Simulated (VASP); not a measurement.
A run of VASP 6.6.1 is set up as follows.

File INCAR:

```
  PREC = Accurate
  ENCUT = 520
  EDIFF = 1E-6
  ISMEAR = -1
  SIGMA = 0.1
  LREAL = False
  LASPH = True
  NELM = 60
  ALGO = Normal
  ISIF = 2
  LWAVE = False
  LCHARG = False
  GGA = B5
  ALDAX = 1.0
  AGGAX = 1.0
  AGGAC = 1.0
  ALDAC = 0.0
  NBANDS = 10
```

The input KPOINTS:

```
Automatic mesh
0
Gamma
  19 19 11
```

File POSCAR:

```
Li
1.0
    3.0503889478      0.0000000000      0.0000000000
   -1.5251944739      2.6417143202      0.0000000000
    0.0000000000      0.0000000000      4.9754571556
Li
2
Direct
    0.3333333333      0.6666666667      0.2500000000
    0.6666666667      0.3333333333      0.7500000000
```

Potentials or basis: VASP PAW PBE potentials, release 64 (Li_sv).

Run with:

```sh
$ cat potpaw_PBE.64/Li_sv/POTCAR > POTCAR
$ mpirun -np 1 vasp_std > vasp.out
```

(1) Estimate the band gap on the k mesh.

Results:

(1) zero (bands 3 and 4 overlap by 4.10 eV).
